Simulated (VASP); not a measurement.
A run of VASP 6.6.1:

The input INCAR:

```
  PREC = Accurate
  ENCUT = 520
  EDIFF = 1E-6
  ISMEAR = -1
  SIGMA = 0.05
  LREAL = F
  LASPH = T
  NELM = 150
  ALGO = Normal
  ISIF = 2
  LWAVE = F
  LCHARG = F
  ISPIN = 2
  MAGMOM = 4 0
  LORBIT = 11
  LMAXMIX = 4
  GGA = PE
  NBANDS = 20
```

File KPOINTS:

```
regular mesh
0
Gamma
  16 16 16
```

Contents of POSCAR:

```
MnO
1.0
   -0.0444400000      2.1997800000      2.1997800000
    2.1997800000     -0.0444400000      2.1997800000
    2.1997800000      2.1997800000     -0.0444400000
Mn O
1 1
Direct
    0.0000000000      0.0000000000      0.0000000000
    0.5000000000      0.5000000000      0.5000000000
```

Potentials or basis: VASP PAW PBE potentials, release 64 (Mn_pv, O).

Command:

```sh
$ cat potpaw_PBE.64/Mn_pv/POTCAR potpaw_PBE.64/O/POTCAR > POTCAR
$ mpirun -np 1 vasp_std > vasp.out
```

Hardware: 1 thread of AMD EPYC 7R13 (shared host).

Q: How long does it take, and how much memory?

A: Run time: 7.9 min on 1 thread of AMD EPYC 7R13, with other jobs on the host, peak memory 0.33 GiB. Counts: scf iterations 15, k points 417.
